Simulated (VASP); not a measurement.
Set up this calculation in VASP 6.6.1, as the native input.

| Property | Result |
| --- | --- |
| Task | relaxation of cell and atoms |
| Functional | PBE |
| Potentials or basis | VASP PAW PBE potentials, release 64 (Ru_pv, Pb_d) |
| Cutoff | 600 eV |
| k mesh | 6 × 6 × 6 |
| Occupations | gaussian, width 0.1 eV |
| Spin | no spin polarisation |
| Dipole correction | no |
| Further INCAR settings | ALGO = Fast; EDIFF = 1e-07; IBRION = 2; EDIFFG = -0.04; NSW = 90; ISIF = 3 |

The structure of Ru2Pb lies in POSCAR:

```
Ru2Pb
1.0
    4.7070544258      0.0000000000      0.0000000000
   -2.3535272129      4.0764287098      0.0000000000
    0.0000000000      0.0000000000      2.9922300190
Ru Pb
2 1
Direct
    0.3333333333      0.6666666667      0.5000000000
    0.6666666667      0.3333333333      0.5000000000
    0.0000000000      0.0000000000      0.0000000000
```

The input as run:

INCAR

```
SYSTEM = Ru2Pb
ALGO = Fast ; EDIFF = 1E-7
EDIFFG = -0.04 ; ENCUT = 600
GGA = PE ; IBRION = 2
ISIF = 3 ; ISMEAR = 0
LASPH = .True. ; LCHARG = .False.
LREAL = .False. ; LWAVE = .False.
NELM = 80 ; NSW = 90
PREC = Accurate ; SIGMA = 0.1
```

KPOINTS

```
k-points
0
Gamma
  6 6 6
  0 0 0
```

Potentials or basis: VASP PAW PBE potentials, release 64 (Ru_pv, Pb_d).

The run is started by

```console
$ cat potpaw_PBE.64/Ru_pv/POTCAR potpaw_PBE.64/Pb_d/POTCAR > POTCAR
$ mpirun -np 1 vasp_std > vasp.out
```

It gave:

The relaxed volume is 17.79 Å³/atom, the relaxed cell is a = 4.421 Å, b = 4.421 Å, c = 3.152 Å, α = 90.00°, β = 90.00°, γ = 120.00° and the space group after relaxing (to 0.05 Å) is P6/mmm (No. 191). The energy gained by relaxing is 123.0 meV/atom, the ionic steps are 9 and the pressure after relaxing is 0.0 GPa. The band gap on the k mesh is zero (band 21 reaches 11.04 eV, above the bottom of band 22 at 9.90 eV).

Caveat: spin-orbit coupling is left out, which moves the levels of the heavy elements.

It took 3 min on 1 thread of Intel(R) Xeon(R) 6975P-C (Granite Rapids), on a shared host, peak memory 0.23 GiB.
